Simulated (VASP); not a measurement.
Set up this calculation in VASP 6.6.1, as the native input.

```yaml
Task: single point
Functional: PBE
Potentials_or_basis: VASP PAW PBE potentials, release 64 (Sn_d, O_h)
Cutoff: 910 eV
k_mesh: 6 × 6 × 4
Occupations: gaussian, width 0.1 eV
Spin: no spin polarisation
Dipole_correction: no
Further_INCAR_settings: ALGO = Normal; EDIFF = 1e-06; NBANDS = 28
```

The structure of SnO lies in POSCAR:

```
SnO
1.0
    3.8136952200      0.0000000000      0.0000000000
    0.0000000000      3.8136952200      0.0000000000
    0.0000000000      0.0000000000      4.8869133000
Sn O
2 2
Direct
    0.0000000000      0.5000000000      0.2353738600
    0.5000000000      0.0000000000      0.7646261400
    0.5000000000      0.5000000000      0.0000000000
    0.0000000000      0.0000000000      0.0000000000
```

The input as run:

INCAR

```
PREC     = Accurate       # precision mode
ENCUT    = 910            # plane-wave cutoff, eV
EDIFF    = 1E-6           # SCF threshold, eV
ISMEAR   = 0              # smearing method
SIGMA    = 0.1            # smearing width, eV
LREAL    = False          # projectors in reciprocal space
LASPH    = True           # aspherical terms in the spheres
NELM     = 120            # most SCF steps
ALGO     = Normal         # electronic algorithm
ISIF     = 2              # what is computed and relaxed
LWAVE    = False          # write WAVECAR
LCHARG   = False          # write CHGCAR
GGA      = PE             # functional
NBANDS   = 28             # bands
GGA_COMPAT= False
```

KPOINTS

```
regular mesh
0
Gamma
  6 6 4
```

Potentials or basis: VASP PAW PBE potentials, release 64 (Sn_d, O_h).

Run with:

```console
$ cat potpaw_PBE.64/Sn_d/POTCAR potpaw_PBE.64/O_h/POTCAR > POTCAR
$ mpirun -np 1 vasp_std > vasp.out
```

It gave:

```yaml
Pressure: 3.7 GPa
Largest_force: 0.454 eV/Å
Band_gap_on_the_k_mesh: 0.16 eV (least direct gap 2.03 eV)
```

Caveat: the cutoff is under 1.25 times the usual one of these potentials, so pressure, stress and relaxed cells hold a basis-set (Pulay) error; the cell stands under pressure; spin-orbit coupling is left out, which moves the levels of the heavy elements.

Wall time 2.2 min on 1 thread of AMD EPYC 7R43 64-Core Processor (Zen 3), with other jobs on the host, peak memory 0.3 GiB.
